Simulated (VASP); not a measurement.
Set up this calculation in VASP 6.6.1, as the native input.

```yaml
Task: single point
Functional: PBEsol
Potentials_or_basis: VASP PAW PBE potentials, release 64 (Te, Sb, Ge_d)
Cutoff: 520 eV
k_mesh: 7 × 7 × 2
Occupations: fermi-dirac, width 0.05 eV
Spin: no spin polarisation
Dipole_correction: no
Further_INCAR_settings: ALGO = Normal; EDIFF = 1e-06; NBANDS = 50
```

The structure of GeSb4Te7 lies in POSCAR:

```
GeSb4Te7
1.0
    4.3457448926      0.0000000000      0.0000000000
   -2.1728724463      3.7635254753      0.0000000000
    0.0000000000      0.0000000000     24.9619969259
Te Sb Ge
7 4 1
Direct
    0.0000000000      0.0000000000      0.2810217100
    0.0000000000      0.0000000000      0.0000000000
    0.3333333333      0.6666666667      0.5686057000
    0.6666666667      0.3333333333      0.4313943000
    0.0000000000      0.0000000000      0.7189782900
    0.6666666667      0.3333333333      0.1502681300
    0.3333333333      0.6666666667      0.8497318700
    0.6666666667      0.3333333333      0.6502485000
    0.3333333333      0.6666666667      0.0811013800
    0.3333333333      0.6666666667      0.3497515000
    0.6666666667      0.3333333333      0.9188986200
    0.0000000000      0.0000000000      0.5000000000
```

One way to write it, as run:

INCAR

```
SYSTEM = GeSb4Te7
PREC = Accurate
ENCUT = 520
EDIFF = 1E-6
ISMEAR = -1
SIGMA = 0.05
LREAL = .FALSE.
LASPH = .TRUE.
NELM = 100
ALGO = Normal
ISIF = 2
LWAVE = .FALSE.
LCHARG = .TRUE.
GGA = PS
LELF = .TRUE.
LVHAR = .TRUE.
NBANDS = 50
```

KPOINTS

```
Automatic mesh
0
G
  7 7 2
  0 0 0
```

Potentials or basis: VASP PAW PBE potentials, release 64 (Te, Sb, Ge_d).

Run with:

```sh
$ cat potpaw_PBE.64/Te/POTCAR potpaw_PBE.64/Sb/POTCAR potpaw_PBE.64/Ge_d/POTCAR > POTCAR
$ mpirun -np 1 vasp_std > vasp.out
```

Results of the run:

```
Pressure               : -3.2 GPa
Largest force          : 0.278 eV/Å
Band gap on the k mesh : 0.38 eV, direct
```

Caveat: the PAW data sets were made with another functional, which shifts forces and pressure a little; spin-orbit coupling is left out, which moves the levels of the heavy elements; this functional lacks dispersion, which binds the layers, so the pressure and a relaxed spacing across them are unreliable.

Run time: 4.6 min on 1 thread of AMD EPYC 9R45 96-Core Processor (Zen 5), with other jobs on the host, peak memory 0.6 GiB.
